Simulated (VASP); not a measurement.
# Rb2AsI6 (Fm-3m) in VASP: single point with r2SCAN

Aim: the single point of Rb2AsI6 with r2SCAN.

Everything below comes from runs of VASP 6.6.1. Logs are shortened: lines on timing, memory, paths and dates and some standing lists are left out, and cuts for length are marked.

## (1) The cell of the first run

It takes space group Fm-3m (No. 225, cubic). Conventional cell: a = 11.322 Å, b = 11.322 Å, c = 11.322 Å, α = 90.00°, β = 90.00°, γ = 90.00°. I (site symmetry 4mm) has 1 As at 2.69 Å within 3.6 Å. Within 3.6 Å of As (site symmetry m-3m) lie 6 I at 2.69 Å. Within 5.3 Å of Rb (site symmetry -43m) lie 12 I at 4.01 Å and 4 As at 4.90 Å.

## (2) Single point, r2SCAN

File POSCAR:

```
Rb2AsI6
1.0
    0.0000000000      5.6610610000      5.6610610000
    5.6610610000      0.0000000000      5.6610610000
    5.6610610000      5.6610610000      0.0000000000
I As Rb
6 1 2
Direct
    0.7620000000      0.2380000000      0.2380000000
    0.2380000000      0.7620000000      0.2380000000
    0.2380000000      0.7620000000      0.7620000000
    0.7620000000      0.2380000000      0.7620000000
    0.2380000000      0.2380000000      0.7620000000
    0.7620000000      0.7620000000      0.2380000000
    0.0000000000      0.0000000000      0.0000000000
    0.2500000000      0.2500000000      0.2500000000
    0.7500000000      0.7500000000      0.7500000000
```

File INCAR.step1:

```
SYSTEM = Rb2AsI6
PREC     = Accurate       ! precision mode
ENCUT    = 520            ! plane-wave cutoff, eV
ISMEAR   = -1             ! smearing method
SIGMA    = 0.0661         ! smearing width, eV
LREAL    = .FALSE.        ! projectors in reciprocal space
LASPH    = .TRUE.         ! aspherical terms in the spheres
NELM     = 80             ! most SCF steps
NBANDS   = 42             ! bands
GGA      = PE             ! functional
ALGO     = Normal         ! electronic algorithm
EDIFF    = 1E-4           ! SCF threshold, eV
LWAVE    = .TRUE.         ! write WAVECAR
LCHARG   = .FALSE.        ! write CHGCAR
```

File INCAR.step2:

```
SYSTEM = Rb2AsI6
PREC     = Accurate       ! precision mode
ENCUT    = 520            ! plane-wave cutoff, eV
EDIFF    = 1E-6           ! SCF threshold, eV
ISMEAR   = -1             ! smearing method
SIGMA    = 0.0661         ! smearing width, eV
LREAL    = .FALSE.        ! projectors in reciprocal space
LASPH    = .TRUE.         ! aspherical terms in the spheres
NELM     = 80             ! most SCF steps
ALGO     = Normal         ! electronic algorithm
ISIF     = 2              ! what is computed and relaxed
LWAVE    = .FALSE.        ! write WAVECAR
LCHARG   = .TRUE.         ! write CHGCAR
METAGGA  = R2SCAN         ! meta-GGA
LMIXTAU  = .TRUE.       
LELF     = .TRUE.         ! ELF
LVHAR    = .TRUE.       
NBANDS   = 42             ! bands
ISTART   = 1
```

File KPOINTS:

```
Automatic mesh
0
G
  3 3 3
  0 0 0
```

Potentials or basis: VASP PAW PBE potentials, release 64 (I, As, Rb_sv).

Run with:

```bash
$ cat potpaw_PBE.64/I/POTCAR potpaw_PBE.64/As/POTCAR potpaw_PBE.64/Rb_sv/POTCAR > POTCAR
$ cp INCAR.step1 INCAR
$ mpirun -np 1 vasp_std > vasp.out
$ cp INCAR.step2 INCAR
$ mpirun -np 1 vasp_std > vasp.out
```

OUTCAR:

```text
SYSTEM = Rb2AsI6
   PREC = Accurate
   ENCUT = 520
   EDIFF = 1E-6
   ISMEAR = -1
   LREAL = .FALSE.
   LASPH = .TRUE.
   NELM = 80
   ISIF = 2
   METAGGA = R2SCAN
   ISTART = 1

 ion  position               nearest neighbor table
   1  0.762  0.238  0.238-   7 2.69   9 4.01   9 4.01   8 4.01   8 4.01
   2  0.238  0.762  0.238-   7 2.69   9 4.01   9 4.01   8 4.01   8 4.01
   3  0.238  0.762  0.762-   7 2.69   9 4.01   9 4.01   8 4.01   8 4.01
   4  0.762  0.238  0.762-   7 2.69   9 4.01   9 4.01   8 4.01   8 4.01
   5  0.238  0.238  0.762-   7 2.69   9 4.01   9 4.01   8 4.01   8 4.01
   6  0.762  0.762  0.238-   7 2.69   9 4.01   9 4.01   8 4.01   8 4.01
   7  0.000  0.000  0.000-   1 2.69   2 2.69   3 2.69   4 2.69   5 2.69   6 2.69
   8  0.250  0.250  0.250-   1 4.01   4 4.01   6 4.01   2 4.01   3 4.01   6 4.01   3 4.01   4 4.01
                             5 4.01   1 4.01   2 4.01   5 4.01   9 5.66   9 5.66   9 5.66   9 5.66
   9  0.750  0.750  0.750-   3 4.01   4 4.01   6 4.01   1 4.01   2 4.01   6 4.01   1 4.01   4 4.01
                             5 4.01   2 4.01   3 4.01   5 4.01   8 5.66   8 5.66   8 5.66   8 5.66

  LATTYP: Found a face centered cubic cell.
 ALAT       =    11.3221220000

  Lattice vectors:

 A1 = (   0.0000000000,   5.6610610000,   5.6610610000)
 A2 = (   5.6610610000,   0.0000000000,   5.6610610000)
 A3 = (   5.6610610000,   5.6610610000,   0.0000000000)

Analysis of symmetry for initial positions (statically):
=====================================================================
 Subroutine PRICEL returns:
 Original cell was already a primitive cell.

 Routine SETGRP: Setting up the symmetry group for a
 face centered cubic supercell.

 Subroutine GETGRP returns: Found 48 space group operations
 (whereof 48 operations were pure point group operations)
 out of a pool of 48 trial point group operations.

The static configuration has the point symmetry O_h .

Analysis of symmetry for dynamics (positions and initial velocities):
=====================================================================
 Subroutine PRICEL returns:
 Original cell was already a primitive cell.

 Routine SETGRP: Setting up the symmetry group for a
 face centered cubic supercell.

 Subroutine GETGRP returns: Found 48 space group operations
 (whereof 48 operations were pure point group operations)
 out of a pool of 48 trial point group operations.

The dynamic configuration has the point symmetry O_h .

 Subroutine INISYM returns: Found 48 space group operations
 (whereof 48 operations are pure point group operations),
 and found     1 'primitive' translations

----------------------------------------------------------------------------------------

                                     Primitive cell

  volume of cell :     362.8470

  direct lattice vectors                    reciprocal lattice vectors
     0.000000000  5.661061000  5.661061000    -0.088322666  0.088322666  0.088322666
     5.661061000  0.000000000  5.661061000     0.088322666 -0.088322666  0.088322666
     5.661061000  5.661061000  0.000000000     0.088322666  0.088322666 -0.088322666

  length of vectors
     8.005949244  8.005949244  8.005949244     0.152979345  0.152979345  0.152979345

  position of ions in fractional coordinates (direct lattice)
     0.762000000  0.238000000  0.238000000
     0.238000000  0.762000000  0.238000000
     0.238000000  0.762000000  0.762000000
     0.762000000  0.238000000  0.762000000
     0.238000000  0.238000000  0.762000000
     0.762000000  0.762000000  0.238000000
     0.000000000  0.000000000  0.000000000
     0.250000000  0.250000000  0.250000000
     0.750000000  0.750000000  0.750000000

  ion indices of the primitive-cell ions
   primitive index   ion index
                 1           1
                 2           2
                 3           3
                 4           4
                 5           5
                 6           6
                 7           7
                 8           8
                 9           9

----------------------------------------------------------------------------------------

 KPOINTS: Automatic mesh

Automatic generation of k-mesh.
 Grid dimensions read from file:
 generate k-points for:    3    3    3

 Generating k-lattice:

  Cartesian coordinates                     Fractional coordinates (reciprocal lattice)
    -0.029440889  0.029440889  0.029440889     0.333333333  0.000000000  0.000000000
     0.029440889 -0.029440889  0.029440889     0.000000000  0.333333333  0.000000000
     0.029440889  0.029440889 -0.029440889     0.000000000  0.000000000  0.333333333

  Length of vectors
     0.050993115  0.050993115  0.050993115

  Shift w.r.t. Gamma in fractional coordinates (k-lattice)
     0.000000000  0.000000000  0.000000000

 Subroutine IBZKPT returns following result:
 ===========================================

 Found      4 irreducible k-points:

 Following reciprocal coordinates:
            Coordinates               Weight
  0.000000  0.000000  0.000000      1.000000
  0.333333  0.000000  0.000000      8.000000
  0.333333  0.333333  0.000000      6.000000
 -0.333333  0.333333  0.000000     12.000000
   k-points           NKPTS =      4   k-points in BZ     NKDIM =      4   number of bands    NBANDS=     42
   number of dos      NEDOS =    301   number of ions     NIONS =      9
   total plane-waves  NPLWV = 216000
   dimension x,y,z NGX =    60 NGY =   60 NGZ =   60
   dimension x,y,z NGXF=   120 NGYF=  120 NGZF=  120
   ions per type =               6   1   2
   NGX,Y,Z   is equivalent  to a cutoff of  12.46, 12.46, 12.46 a.u.
   NGXF,Y,Z  is equivalent  to a cutoff of  24.92, 24.92, 24.92 a.u.
 SYSTEM =  Rb2AsI6
   PREC   = accura    normal or accurate (medium, high low for compatibility)
   ISTART =      1    job   : 0-new  1-cont  2-samecut
   ICHARG =      0    charge: 1-file 2-atom 10-const
   ISPIN  =      1    spin polarized calculation?
   LNONCOLLINEAR =      F non collinear calculations
   LSORBIT =      F    spin-orbit coupling
   LASPH  =      T    aspherical Exc in radial PAW
   ENCUT  =  520.0 eV  38.22 Ry    6.18 a.u.  14.89 14.89 14.89*2*pi/ulx,y,z
   NELM   =     80;   NELMIN=  2; NELMDL=  0     # of ELM steps
   EDIFF  = 0.1E-05   stopping-criterion for ELM
   LREAL  =      F    real-space projection
   EDIFFG = 0.1E-04   stopping-criterion for IOM
   NSW    =      0    number of steps for IOM
   IBRION =     -1    ionic relax: 0-MD 1-quasi-New 2-CG
   NFREE  =      0    steps in history (QN), initial steepest desc. (CG)
   ISIF   =      2    stress and relaxation
   ISYM   =      2    0-nonsym 1-usesym 2-fastsym
   POTIM  = 0.5000    time-step for ionic-motion
   TEBEG  =    0.0;   TEEND  =   0.0 temperature during run
   PSTRESS=    0.0 pullay stress
   NELECT =      65.0000    total number of electrons
   NUPDOWN=      -1.0000    fix difference up-down
   EMIN   =  10.00;   EMAX   =-10.00  energy-range for DOS
   EFERMI =   0.00;   METHOD = LEGACY
   ISMEAR =    -1;   SIGMA  =   0.07  broadening in eV -4-tet -1-fermi 0-gaus
   EFERMI_NEDOS =   21; number of points for ismear=-14 and -15
   IALGO  =     38    algorithm
   IMIX   =      4    mixing-type and parameters
     AMIX     =   0.40;   BMIX     =  1.00
     AMIX_MAG =   1.60;   BMIX_MAG =  1.00
  volume/ion in A,a.u.               =      40.32       272.07
  Fermi-wavevector in a.u.,A,eV,Ry     =   0.922865  1.743962 11.587804  0.851680
  Thomas-Fermi vector in A             =   2.048439
   LORBIT       =      0    0 simple, 1 ext, 2 COOP (PROOUT), +10 PAW based schemes
   METAGGA = R2SCAN    functional components
   LHFCALC =     F    Hartree Fock is set to
   AEXX    =    0.0000 exact exchange contribution
   IVDW    =     0    specifies the selected vdW correction
   LEPSILON=     F    determine dielectric tensor
   LRPA    =     F    only Hartree local field effects (RPA)
 non-spin polarized calculation
  energy-cutoff  :      520.00
  volume of cell :      362.85
 maximum number of plane-waves:      9841
   NGX = 29   NGY = 29   NGZ = 29

 number of electron      64.9999992 magnetization

 Free energy of the ion-electron system (eV)
  ---------------------------------------------------
  ext. energy  EPLUGINS =         0.00000000
  ---------------------------------------------------
  free energy    TOTEN  =      -196.96892498 eV

  energy without entropy =     -196.89785618  energy(sigma->0) =     -196.93339058

 E-fermi :   1.7472     XC(G=0):  -8.2946

 val. band max:        1.6851528189   @ k =   0.3333   0.3333   0.0000
 cond. band min:       1.8524011455   @ k =  -0.3333   0.3333   0.0000
 fundamental gap:      0.1672483266
 Fermi energy:         1.7472076859

 k-point     1 :       0.0000    0.0000    0.0000
  band No.  band energies     occupation
      1     -25.1929      2.00000
      2     -25.1920      2.00000
      3     -12.4390      2.00000
      4     -10.4998      2.00000
      5     -10.4998      2.00000
      6     -10.4998      2.00000
[... 34 lines left out ...]
     41       7.2934      0.00000
     42       7.2934      0.00000

 k-point     2 :       0.3333    0.0000    0.0000
  band No.  band energies     occupation
      1     -25.1927      2.00000
      2     -25.1922      2.00000
      3     -12.4047      2.00000
      4     -10.6472      2.00000
      5     -10.4588      2.00000
      6     -10.4588      2.00000
[... 34 lines left out ...]
     41       7.8383      0.00000
     42       8.2732      0.00000

 k-point     3 :       0.3333    0.3333    0.0000
  band No.  band energies     occupation
      1     -25.1927      2.00000
      2     -25.1922      2.00000
      3     -12.3943      2.00000
      4     -10.5311      2.00000
      5     -10.5290      2.00000
      6     -10.5290      2.00000
[... 34 lines left out ...]
     41       8.1011      0.00000
     42       8.5650      0.00000

 k-point     4 :      -0.3333    0.3333    0.0000
  band No.  band energies     occupation
      1     -25.1924      2.00000
      2     -25.1924      2.00000
      3     -12.3817      2.00000
      4     -10.6269      2.00000
      5     -10.5298      2.00000
      6     -10.4769      2.00000
[... 34 lines left out ...]
     41       8.5690      0.00000
     42       8.6013      0.00000

------------------------ aborting loop because EDIFF is reached ----------------------------------------

  FORCE on cell =-STRESS in cart. coord.  units (eV):
  Direction    XX          YY          ZZ          XY          YZ          ZX
  --------------------------------------------------------------------------------------
  -------------------------------------------------------------------------------------
  Total        4.8529881      4.8529881      4.8529881      0.0000000     -0.0000000      0.0000000
  in kB       21.4287238     21.4287238     21.4287238      0.0000000     -0.0000000      0.0000000
  external PRESSURE =      21.4287238 kB  Pullay stress =       0.0000000 kB

 VOLUME and BASIS-vectors are now :
 -----------------------------------------------------------------------------
  energy-cutoff  :      520.00
  volume of cell :      362.85
      direct lattice vectors                 reciprocal lattice vectors
     0.000000000  5.661061000  5.661061000    -0.088322666  0.088322666  0.088322666
     5.661061000  0.000000000  5.661061000     0.088322666 -0.088322666  0.088322666
     5.661061000  5.661061000  0.000000000     0.088322666  0.088322666 -0.088322666

 POSITION                                       TOTAL-FORCE (eV/Angst)
 -----------------------------------------------------------------------------------
      2.69467      5.66106      5.66106         0.941620      0.000000     -0.000000
      5.66106      2.69467      5.66106         0.000000      0.941620     -0.000000
      8.62746      5.66106      5.66106        -0.941620      0.000000     -0.000000
      5.66106      8.62746      5.66106         0.000000     -0.941620     -0.000000
      5.66106      5.66106      2.69467         0.000000      0.000000      0.941620
      5.66106      5.66106      8.62746         0.000000      0.000000     -0.941620
      0.00000      0.00000      0.00000         0.000000      0.000000     -0.000000
      2.83053      2.83053      2.83053         0.000000      0.000000     -0.000000
      8.49159      8.49159      8.49159        -0.000000      0.000000     -0.000000
 -----------------------------------------------------------------------------------
    total drift:                                0.000000      0.000000     -0.000000

  FREE ENERGIE OF THE ION-ELECTRON SYSTEM (eV)
  ---------------------------------------------------
  free  energy   TOTEN  =      -196.9689249766 eV

  energy  without entropy=     -196.8978561756  energy(sigma->0) =     -196.93339058
```

It took 5.7 min on 1 thread of Intel Xeon 8259CL, shared host; peak memory 0.57 GiB.

Results:

```yaml
Free_energy: -196.9689 eV
Pressure: 2.1 GPa
Largest_force: 0.942 eV/Å
Band_gap_on_the_k_mesh: zero (an odd number of electrons rules out a gap without spin polarisation)
```

Forces in eV/Å, atoms in the order of the input:
```
I    0.942  0.000  0.000
I    0.000  0.942  0.000
I   -0.942  0.000  0.000
I    0.000 -0.942  0.000
I    0.000  0.000  0.942
I    0.000  0.000 -0.942
As   0.000  0.000  0.000
Rb   0.000  0.000  0.000
Rb   0.000  0.000  0.000
```

Caveat: the PAW data sets were made with another functional, which shifts forces and pressure a little; spin-orbit coupling is left out, which moves the levels of the heavy elements; an odd number of electrons without spin polarisation forces a metal; a magnetic or distorted state may lie lower.
